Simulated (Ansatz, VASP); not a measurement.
**One calculation of Nb, two programs**

```
CELL_PARAMETERS angstrom
0.00000 2.07182 2.07182
2.07182 0.00000 2.07182
2.07182 2.07182 0.00000
ATOMIC_POSITIONS crystal
Nb 0.00000 0.00000 0.00000
```

Change from the starting cell: volume scaled by 0.94, PAW files.

Alike in both runs: task electric field gradients; functional PBE; k mesh 13 × 13 × 13; occupations fermi-dirac, width 0.08 eV; no spin polarisation.

|  | VASP | Ansatz |
| --- | --- | --- |
| version | VASP 6.6.1 | Ansatz 0.2.0 |
| potentials or method | VASP PAW PBE potentials, release 64 (Nb_sv) | PAW with Ansatz's default frozen-core files, scalar-relativistic |
| plane-wave cutoff (eV) | 520 | 420 |
| valence electrons in the cell | 13 | 13 |

```csv
,VASP,Ansatz,Ansatz less VASP
pressure (GPa),9.7,10.0,+0.35
```

With one functional, cell and mesh, what is left measures potentials, basis and numerics.
